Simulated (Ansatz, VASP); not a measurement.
## TaN in VASP and in Ansatz

The input INCAR:

```
SYSTEM = TaN
PREC = Accurate ; ENCUT = 600
EDIFF = 1E-6 ; ISMEAR = -1
SIGMA = 0.01 ; LREAL = .FALSE.
LASPH = .TRUE. ; NELM = 120
ALGO = Normal ; ISIF = 2
LWAVE = .FALSE. ; LCHARG = .FALSE.
GGA = PE ; NBANDS = 24
GGA_COMPAT = .FALSE.
```

KPOINTS

```
regular mesh
0
G
  9 9 5
  0 0 0
```

Contents of POSCAR:

```
TaN
1.0
    3.0500010905      0.0000000000      0.0000000000
   -1.5250005453      2.6413784260      0.0000000000
    0.0000000000      0.0000000000      5.0388000000
Ta N
2 2
Direct
    0.3333333333      0.6666666667      0.0000000000
    0.6666666667      0.3333333333      0.5000000000
    0.3333333333      0.6666666667      0.3850000000
    0.6666666667      0.3333333333      0.8850000000
```

Input for Ansatz:

```yaml
crystal:
  lattice:
    - [3.0500010905, 0.0, 0.0]
    - [-1.5250005453, 2.641378426, 0.0]
    - [0.0, 0.0, 5.0388]
  atoms:
    - { symbol: Ta, position: [0.3333333333, 0.6666666667, 0.0] }
    - { symbol: Ta, position: [0.6666666667, 0.3333333333, 0.5] }
    - { symbol: "N", position: [0.3333333333, 0.6666666667, 0.385] }
    - { symbol: "N", position: [0.6666666667, 0.3333333333, 0.885] }
kpoints:
  mp_grid: { grid: [9, 9, 5] }
  band_path:
    path:
      - [0.0, 0.0, 0.0]
      - [0.5, 0.0, 0.0]
      - [0.3333333333, 0.3333333333, 0.0]
      - [0.0, 0.0, 0.0]
      - [0.0, 0.0, 0.5]
      - [0.5, 0.0, 0.5]
      - [0.3333333333, 0.3333333333, 0.5]
      - [0.0, 0.0, 0.5]
      - [0.5, 0.0, 0.5]
    npoints: 5
scf:
  occupations: { method: fermi_dirac, width: 0.01 }
hamiltonian:
  xc: pbe
  pseudopotentials: { kind: all_electron, lapw: { basis_error: 0.001 } }
output:
  forces: true
  stress: true
  eigenvalues: true
```

Change from the starting cell: zz strain of +2 %.

Alike in both runs: task single point; functional PBE; k mesh 9 × 9 × 5; occupations fermi-dirac, width 0.01 eV; no spin polarisation.

```csv
,VASP,Ansatz
version,VASP 6.6.1,Ansatz 0.2.0
potentials or method,"VASP PAW PBE potentials, release 64 (Ta_pv, N), cutoff 600 eV","all-electron LAPW, scalar-relativistic"
```

Ansatz gave:

| Item | Value |
| --- | --- |
| pressure (GPa) | 122.6 |
| traceless stress, the component that is largest in VASP (GPa) | -21.23 |
| rms of the force components (eV/Å) | 1.877 |

Question: Estimate VASP's values.

Answer: Pressure (GPa): 127.4; traceless stress, the component that is largest in VASP (GPa): -22.11; rms of the force components (eV/Å): 1.925.

Atom by atom the forces differ by 0.048 eV/Å (rms over components). Both programs put the cell under a high pressure, so it lies far from rest at this level. Ansatz ran all-electron here, and VASP with PAW potentials.

Neither program's run includes spin-orbit coupling. Noted on VASP's run: the cell as given lies far from equilibrium.
